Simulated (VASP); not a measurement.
The system is CsPbCl3.

```xyz
5
Lattice="4.0032 2.3112 3.2956 -4.0032 2.3112 3.2956 0.0000 -4.6224 3.2956" Properties=species:S:1:pos:R:3 pbc="T T T"
Cs    0.0000    0.0000    4.9433
Pb    0.0000    0.0000    0.0000
Cl    1.9271   -3.3379    4.9433
Cl   -3.8542    0.0000    4.9433
Cl    1.9271    3.3379    4.9433
```

| Property | Result |
| --- | --- |
| Program | VASP 6.6.1 |
| Task | relaxation of cell and atoms |
| Functional | PBE |
| Potentials or basis | VASP PAW PBE potentials, release 64 (Cs_sv, Pb_d, Cl) |
| Cutoff | 600 eV |
| k mesh | 4 × 4 × 4 |
| Occupations | fermi-dirac, width 0.02 eV |
| Spin | no spin polarisation |

At the start: pressure 0.7 GPa; volume 36.59 Å³/atom.

**Question.** Where does the relaxation end?

**Answer.** Over 24 steps the energy falls by 3.3 meV/atom and the volume is 37.81 Å³/atom (+3.3 %); space group R32 (No. 155, to 0.1 Å) before, Pm-3m (No. 221, to 0.1 Å).

The path:
```csv
step,energy change (eV),largest force (eV/Å),pressure (GPa),volume (Å³)
1,0.0000,0.0088,0.75,182.95
2,-0.0126,0.0132,0.15,187.49
3,-0.0132,0.0143,0.00,188.80
4,-0.0132,0.0142,0.01,188.68
5,-0.0133,0.0139,0.01,188.68
6,-0.0134,0.0139,0.01,188.70
7,-0.0136,0.0135,0.01,188.72
8,-0.0139,0.0129,0.01,188.76
9,-0.0141,0.0125,0.00,188.84
10,-0.0143,0.0117,0.00,188.88
11,-0.0146,0.0113,-0.01,189.00
12,-0.0151,0.0092,-0.03,189.24
13,-0.0156,0.0053,-0.08,189.72
14,-0.0157,0.0050,-0.05,189.48
15,-0.0159,0.0043,0.00,189.07
16,-0.0159,0.0038,0.02,188.87
17,-0.0159,0.0040,0.02,188.87
18,-0.0160,0.0038,0.02,188.86
19,-0.0161,0.0028,0.02,188.85
20,-0.0162,0.0013,0.03,188.82
21,-0.0161,0.0025,0.03,188.77
22,-0.0163,0.0002,0.03,188.81
23,-0.0160,0.0006,-0.10,189.90
24,-0.0163,0.0002,0.00,189.06
```

Final structure:
```cif
data_structure
_symmetry_space_group_name_H-M 'P 1'
_symmetry_Int_Tables_number 1
_cell_length_a 5.7394
_cell_length_b 5.7394
_cell_length_c 5.7394
_cell_angle_alpha 90.024
_cell_angle_beta 90.024
_cell_angle_gamma 90.024
_cell_volume 189.06
loop_
_atom_site_label
_atom_site_type_symbol
_atom_site_fract_x
_atom_site_fract_y
_atom_site_fract_z
_atom_site_occupancy
Cs1 Cs 0.50000 0.50000 0.50000 1
Pb1 Pb 0.00000 0.00000 0.00000 1
Cl1 Cl 0.50000 0.99986 0.00014 1
Cl2 Cl 0.99986 0.00014 0.50000 1
Cl3 Cl 0.00014 0.50000 0.99986 1
```
